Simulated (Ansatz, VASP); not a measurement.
## Two plane-wave programs on Al32C

```xyz
33
Lattice="8.1000 0.0000 0.0000 0.0000 8.1000 0.0000 0.0000 0.0000 8.1000" Properties=species:S:1:pos:R:3 pbc="T T T"
Al    4.0193   -0.0300   -0.0169
Al    6.1030    2.0537   -0.0169
Al    6.1867   -0.1137    1.9117
Al    0.0345    0.0069   -0.0359
Al    1.9883    2.0167   -0.0357
Al    4.0562    4.0848   -0.0356
Al    6.0660    6.0387   -0.0359
Al    2.0068   -0.0300    1.9954
Al    3.9360    2.1367    1.9123
Al    6.1030    4.0659    1.9954
Al    3.9363   -0.1129    4.1618
Al    6.1873    2.1379    4.1633
Al    6.1030   -0.0300    6.0914
Al    0.0188    4.0694   -0.0203
Al    2.0038    6.0544   -0.0202
Al    0.0151    2.0537    1.9953
Al    1.9883    4.0848    2.0323
Al    4.0194    6.0576    1.9954
Al    0.0152   -0.0301    4.0791
Al    2.0067    2.0537    4.0791
Al    4.0193    4.0659    4.0791
Al    6.1030    6.0575    4.0791
Al    1.9885    0.0069    6.1101
Al    4.0193    2.0537    6.0914
Al    6.0660    4.0852    6.1106
Al    0.0345    6.0387    2.0323
Al    0.0347    4.0852    4.0421
Al    1.9884    6.0390    4.0421
Al    0.0347    2.0166    6.1106
Al    2.0038    4.0694    6.0948
Al    4.0563    6.0391    6.1100
Al    0.0188    6.0543    6.0948
C     5.0628    1.0126    3.0375
```

Alike in both runs: functional LDA; k mesh 2 × 2 × 2; occupations gaussian, width 0.15 eV; no spin polarisation.

Ansatz relaxed the structure, and its values are those at the end. VASP's run is a single point on that final structure, the one shown.

|  | VASP | Ansatz |
| --- | --- | --- |
| version | VASP 6.6.1 | Ansatz 0.2.0 |
| potentials or method | VASP PAW LDA potentials, release 64 (Al, C), cutoff 520 eV | scalar-relativistic, plane waves, PAW |
| valence electrons in the cell | 100 | 100 |

Ansatz gave:

- rms of the force components (eV/Å): 0.001

Question: What did VASP give for the same quantities?

Answer: rms of the force components (eV/Å): 0.007.

LDA's correlation is that of Perdew and Zunger in VASP and of Perdew and Wang (1992) in Ansatz.

The k mesh is coarse, so the values compare programs but aren't converged.
